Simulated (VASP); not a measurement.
# BeBi3 (P6_3/mmc) in VASP: further runs, part 2 of 2

VASP 6.6.1.

### 4 Relaxation of cell and atoms, PBE

The input, INCAR:

```
SYSTEM = BeBi3
PREC = Accurate
ENCUT = 600
EDIFF = 1E-7
ISMEAR = 0
SIGMA = 0.1
LREAL = .False.
LASPH = .True.
NELM = 80
ALGO = Fast
ISIF = 3
LWAVE = .False.
LCHARG = .False.
GGA = PE
IBRION = 2
NSW = 90
EDIFFG = -0.04
```

The input, KPOINTS:

```
regular mesh
0
Gamma
  3 3 4
  0 0 0
```

The input, POSCAR:

```
BeBi3
1.0
    6.6302698981      0.0000000000      0.0000000000
   -3.3151349491      5.7419821657      0.0000000000
    0.0000000000      0.0000000000      5.3218145930
Be Bi
2 6
Direct
    0.3333333333      0.6666666667      0.2500000000
    0.6666666667      0.3333333333      0.7500000000
    0.8330000000      0.6660000000      0.2500000000
    0.1670000000      0.8330000000      0.7500000000
    0.3340000000      0.1670000000      0.2500000000
    0.1670000000      0.3340000000      0.7500000000
    0.8330000000      0.1670000000      0.2500000000
    0.6660000000      0.8330000000      0.7500000000
```

Potentials or basis: VASP PAW PBE potentials, release 64 (Be, Bi_d).

On the command line:

```
cat potpaw_PBE.64/Be/POTCAR potpaw_PBE.64/Bi_d/POTCAR > POTCAR
mpirun -np 1 vasp_std > vasp.out
```

OUTCAR:

```text
SYSTEM = BeBi3
   PREC = Accurate
   ENCUT = 600
   EDIFF = 1E-7
   ISMEAR = 0
   LREAL = .False.
   LASPH = .True.
   NELM = 80
   ISIF = 3
   GGA = PE
   IBRION = 2
   NSW = 90
   EDIFFG = -0.04

 ion  position               nearest neighbor table
   1  0.333  0.667  0.250-
   2  0.667  0.333  0.750-
   3  0.833  0.666  0.250-   4 3.28   4 3.28   8 3.28   8 3.28   5 3.31   7 3.31   5 3.32   7 3.32

   4  0.167  0.833  0.750-   3 3.28   3 3.28   5 3.28   5 3.28   8 3.31   6 3.31   8 3.32   6 3.32

   5  0.334  0.167  0.250-   4 3.28   4 3.28   6 3.28   6 3.28   3 3.31   7 3.31   3 3.32   7 3.32

   6  0.167  0.334  0.750-   7 3.28   7 3.28   5 3.28   5 3.28   8 3.31   4 3.31   8 3.32   4 3.32

   7  0.833  0.167  0.250-   6 3.28   6 3.28   8 3.28   8 3.28   5 3.31   3 3.31   5 3.32   3 3.32

   8  0.666  0.833  0.750-   7 3.28   7 3.28   3 3.28   3 3.28   6 3.31   4 3.31   6 3.32   4 3.32

  LATTYP: Found a hexagonal cell.
 ALAT       =     6.6302698981
 C/A-ratio  =     0.8026542923

  Lattice vectors:

 A1 = (   6.6302698981,   0.0000000000,   0.0000000000)
 A2 = (  -3.3151349491,   5.7419821657,   0.0000000000)
 A3 = (   0.0000000000,   0.0000000000,   5.3218145930)

Analysis of symmetry for initial positions (statically):
[... 166 lines left out ...]
 number of electron      94.0000019 magnetization

 Free energy of the ion-electron system (eV)
  ---------------------------------------------------
  ext. energy  EPLUGINS =         0.00000000
  ---------------------------------------------------
  free energy    TOTEN  =       -25.73070903 eV

  energy without entropy =      -25.71453036  energy(sigma->0) =      -25.72261969

------------------------ aborting loop because EDIFF is reached ----------------------------------------

  FORCE on cell =-STRESS in cart. coord.  units (eV):
  Direction    XX          YY          ZZ          XY          YZ          ZX
  --------------------------------------------------------------------------------------
  -------------------------------------------------------------------------------------
  Total        7.4536814      7.4536814      5.9767847     -0.0000000     -0.0000000      0.0000000
  in kB       58.9425093     58.9425093     47.2634489     -0.0000000     -0.0000000      0.0000000
  external PRESSURE =      55.0494892 kB  Pullay stress =       0.0000000 kB
[... 1186 lines left out ...]
     55       9.7664      0.00000
     56       9.7668      0.00000

[... ionic steps 4 to 32 ...]

--------------------------------------- Ionic step       33  -------------------------------------------

 number of electron      94.0000036 magnetization

------------------------ aborting loop because EDIFF is reached ----------------------------------------
[... 79 lines left out ...]
--------------------------------------- Ionic step       35  -------------------------------------------

 number of electron      94.0000020 magnetization

 Free energy of the ion-electron system (eV)
  ---------------------------------------------------
  ext. energy  EPLUGINS =         0.00000000
  ---------------------------------------------------
  free energy    TOTEN  =       -28.50310113 eV

  energy without entropy =      -28.47524961  energy(sigma->0) =      -28.48917537

 E-fermi :   5.8501     XC(G=0):  -9.2847

 val. band max:        5.7047535510   @ k =   0.0000   0.0000   0.5000
 cond. band min:       5.8579245358   @ k =   0.3333   0.3333   0.2500
 fundamental gap:      0.1531709848
 Fermi energy:         5.8501264638
[... 564 lines left out ...]
  FREE ENERGIE OF THE ION-ELECTRON SYSTEM (eV)
  ---------------------------------------------------
  free  energy   TOTEN  =       -28.5031011323 eV

  energy  without entropy=      -28.4752496071  energy(sigma->0) =      -28.48917537

 reached required accuracy - stopping structural energy minimisation
```

CONTCAR:

```text
BeBi3
   1.00000000000000
     8.5137345709113603   -0.0000000000158604   -0.0000000000000001
    -4.2568672855336196    7.3731104194915620   -0.0000000000000003
     0.0000000000000001    0.0000000000000001    3.8534698845890927
  Be              Bi
     2     6
Direct
     0.3333333332999970    0.6666666667000030    0.2500000000000000
     0.6666666667000030    0.3333333332999970    0.7500000000000000
     0.7925929800097008    0.5851859600194833    0.2500000000000000
     0.2074070199902557    0.7925929800097826    0.7500000000000000
     0.4148140399805549    0.2074070199902993    0.2500000000000000
     0.2074070199902993    0.4148140399805166    0.7500000000000000
     0.7925929800097442    0.2074070199902174    0.2500000000000000
     0.5851859600194451    0.7925929800097008    0.7500000000000000

  0.00000000E+00  0.00000000E+00  0.00000000E+00
  0.00000000E+00  0.00000000E+00  0.00000000E+00
  0.00000000E+00  0.00000000E+00  0.00000000E+00
  0.00000000E+00  0.00000000E+00  0.00000000E+00
  0.00000000E+00  0.00000000E+00  0.00000000E+00
  0.00000000E+00  0.00000000E+00  0.00000000E+00
  0.00000000E+00  0.00000000E+00  0.00000000E+00
  0.00000000E+00  0.00000000E+00  0.00000000E+00
```

It took 64 min on 1 thread of Intel Xeon 6975P-C (Granite Rapids), shared host; peak memory 0.46 GiB.

What came out:

| Item | Value |
| --- | --- |
| Free energy | -28.5031 eV |
| Relaxed volume | 30.24 Å³/atom |
| Relaxed cell | a = 8.514 Å, b = 8.514 Å, c = 3.853 Å, α = 90.00°, β = 90.00°, γ = 120.00° |
| Space group after relaxing (to 0.1 Å) | P6_3/mmc (No. 194) |
| Energy gained by relaxing | 346.5 meV/atom |
| Ionic steps | 35 |
| Pressure after relaxing | 0.1 GPa |
| Band gap on the k mesh | zero (bands 47 and 48 overlap by 2.24 eV) |

The path:
| step | energy change (eV) | largest force (eV/Å) | pressure (GPa) | volume (Å³) |
| --- | --- | --- | --- | --- |
| 1 | 0.0000 | 0.6693 | 5.50 | 202.61 |
| 2 | -0.3269 | 0.2848 | -1.87 | 229.20 |
| 3 | -0.3604 | 0.3412 | -0.40 | 222.32 |
| 4 | -0.3971 | 0.2788 | -0.23 | 221.27 |
| 5 | -0.4717 | 0.1183 | 0.43 | 218.12 |
| 6 | -0.3890 | 0.5523 | 2.92 | 211.80 |
| 7 | -0.4874 | 0.0034 | 0.87 | 216.55 |
| 8 | -0.5168 | 0.0141 | 0.44 | 218.31 |
| 9 | -0.6074 | 0.0694 | -0.64 | 223.50 |
| 10 | -0.9436 | 0.0259 | -2.08 | 233.40 |
| 11 | -1.4534 | 0.1357 | -2.59 | 251.01 |
| 12 | -2.4264 | 0.8531 | 2.50 | 275.09 |
| 13 | -1.7672 | 0.3057 | -1.29 | 260.34 |
| 14 | -2.5391 | 0.6281 | 0.56 | 270.18 |
| 15 | -2.5551 | 0.7627 | 1.25 | 271.92 |
| 16 | -2.5936 | 0.5293 | 0.85 | 277.93 |
| 17 | -2.5937 | 0.5116 | 0.81 | 278.41 |
| 18 | -2.6148 | 0.4197 | 0.46 | 278.69 |
| 19 | -2.6425 | 0.1512 | -0.48 | 279.52 |
| 20 | -2.6531 | 0.1104 | -0.51 | 278.21 |
| 21 | -2.6687 | 0.0252 | -0.51 | 275.30 |
| 22 | -2.6711 | 0.0732 | -0.45 | 269.54 |
| 23 | -2.6738 | 0.0622 | -0.48 | 271.48 |
| 24 | -2.6829 | 0.0096 | -0.17 | 268.04 |
| 25 | -2.6869 | 0.2118 | 0.65 | 259.96 |
| 26 | -2.6884 | 0.1403 | 0.37 | 262.64 |
| 27 | -2.6989 | 0.1490 | 0.28 | 261.10 |
| 28 | -2.7093 | 0.1659 | 0.13 | 256.96 |
| 29 | -2.7187 | 0.1166 | -0.15 | 255.86 |
| 30 | -2.7337 | 0.0080 | -0.91 | 252.57 |
| 31 | -2.7432 | 0.0264 | -0.88 | 251.00 |
| 32 | -2.7595 | 0.1068 | -0.79 | 246.80 |
| 33 | -2.7609 | 0.1494 | -0.73 | 244.95 |
| 34 | -2.7674 | 0.1008 | -0.47 | 243.92 |
| 35 | -2.7724 | 0.0015 | 0.07 | 241.89 |

Final structure:
```
CELL_PARAMETERS angstrom
8.51373 0.00000 0.00000
-4.25687 7.37311 0.00000
0.00000 0.00000 3.85347
ATOMIC_POSITIONS crystal
Be 0.33333 0.66667 0.25000
Be 0.66667 0.33333 0.75000
Bi 0.79259 0.58519 0.25000
Bi 0.20741 0.79259 0.75000
Bi 0.41481 0.20741 0.25000
Bi 0.20741 0.41481 0.75000
Bi 0.79259 0.20741 0.25000
Bi 0.58519 0.79259 0.75000
```

Levels at points of the mesh, in eV from the Fermi level:
```tsv
k point	band 45	band 46	band 47	band 48	band 49	band 50
(0.00, 0.00, 0.00)	-0.44	0.59	0.59	1.63	1.63	2.38
(0.00, 0.00, 0.50)	-0.15	-0.15	-0.15	-0.15	1.29	1.29
```

Caveat: the k points lie up to 0.41 Å⁻¹ apart in the final cell, too coarse for converged energies and pressures of a metal; the volume moved by over 15 % at a fixed basis, so the end points are rough; spin-orbit coupling is left out, which moves the levels of the heavy elements.

### 5 Single point, PBE

This run uses another cell than the first one, of 31.65 Å³/atom.

The input, INCAR:

```
ALGO = Fast
EDIFF = 1E-6
ENCUT = 520
GGA = PE
ISIF = 2
ISMEAR = 0
LASPH = True
LCHARG = False
LREAL = False
LWAVE = False
NBANDS = 57
NELM = 80
PREC = Accurate
SIGMA = 0.1
```

The input, KPOINTS:

```
k-points
0
Gamma
  6 6 10
```

The input, POSCAR:

```
BeBi3
1.0
    8.7571743955      0.0000000000      0.0000000000
   -4.3785871977      7.5839354918      0.0000000000
    0.0000000000      0.0000000000      3.8118756554
Be Bi
2 6
Direct
    0.3333333333      0.6666666667      0.2500000000
    0.6666666667      0.3333333333      0.7500000000
    0.7885693053      0.5771386106      0.2500000000
    0.2114306947      0.7885693053      0.7500000000
    0.4228613894      0.2114306947      0.2500000000
    0.2114306947      0.4228613894      0.7500000000
    0.7885693053      0.2114306947      0.2500000000
    0.5771386106      0.7885693053      0.7500000000
```

On the command line:

```
cat potpaw_PBE.64/Be/POTCAR potpaw_PBE.64/Bi_d/POTCAR > POTCAR
mpirun -np 1 vasp_std > vasp.out
```

Wall time 7.6 min (1 thread of Intel Xeon 6975P-C (Granite Rapids), shared host); peak memory 0.64 GiB.

The run converged. Its results:

```yaml
Free_energy: -28.4588 eV
Pressure: -0.1 GPa
Largest_force: 0.004 eV/Å
Band_gap_on_the_k_mesh: zero (bands 47 and 48 overlap by 2.43 eV)
```

Forces on the atoms (eV/Å):
```
Be   0.000  0.000  0.000
Be   0.000  0.000  0.000
Bi   0.000  0.004  0.000
Bi  -0.004  0.002  0.000
Bi  -0.004 -0.002  0.000
Bi   0.000 -0.004  0.000
Bi   0.004 -0.002  0.000
Bi   0.004  0.002  0.000
```

Levels at points of the mesh, in eV from the Fermi level:
```csv
k point,band 46,band 47,band 48,band 49,band 50,band 51
"(0.00, 0.00, 0.00)",0.40,0.40,1.85,1.85,2.23,2.23
"(0.50, 0.00, 0.00)",-0.08,1.20,1.51,1.66,1.68,2.39
"(0.00, 0.00, 0.50)",-0.45,-0.45,-0.45,1.34,1.34,1.78
"(0.50, 0.00, 0.50)",-1.45,-1.21,-1.21,0.99,0.99,1.39
```

Caveat: spin-orbit coupling is left out, which moves the levels of the heavy elements.

### 6 Overview

| task | cell | k mesh | cutoff (eV) | gap on the mesh (eV) | pressure (GPa) |
| --- | --- | --- | --- | --- | --- |
| single point | a = 6.630, b = 6.630, c = 5.322 Å, angles 90.0, 90.0, 120.0°, 8 atoms, atomic positions A | 3 × 3 × 4 | 520 | none | 5.5 |
| single point | a = 8.568, b = 8.568, c = 3.848 Å, angles 90.0, 90.0, 120.0°, 8 atoms, atomic positions B | 3 × 3 × 4 | 520 | none | 0.0 |
| relaxation of cell and atoms | relaxed from a = 6.630, b = 6.630, c = 5.322 Å, angles 90.0, 90.0, 120.0°, 8 atoms, atomic positions A | 3 × 3 × 4 | 600 | none | 0.1 |
| single point | a = 8.757, b = 8.757, c = 3.812 Å, angles 90.0, 90.0, 120.0°, 8 atoms, atomic positions C | 6 × 6 × 10 | 520 | none | -0.1 |

Alike in all rows: level PBE; potentials or basis VASP PAW PBE potentials, release 64 (Be, Bi_d); no spin polarisation; smearing gaussian 0.1 eV.

Caveats: some runs use coarse meshes; spin-orbit coupling is left out, which moves the levels of the heavy elements; the volume moved by over 15 % at a fixed basis, so the end points are rough (at least some runs).

Absolute energies hang on the potentials; compare differences alone.

The gap in the log of VASP goes by the Fermi energy; the results here count the filled bands.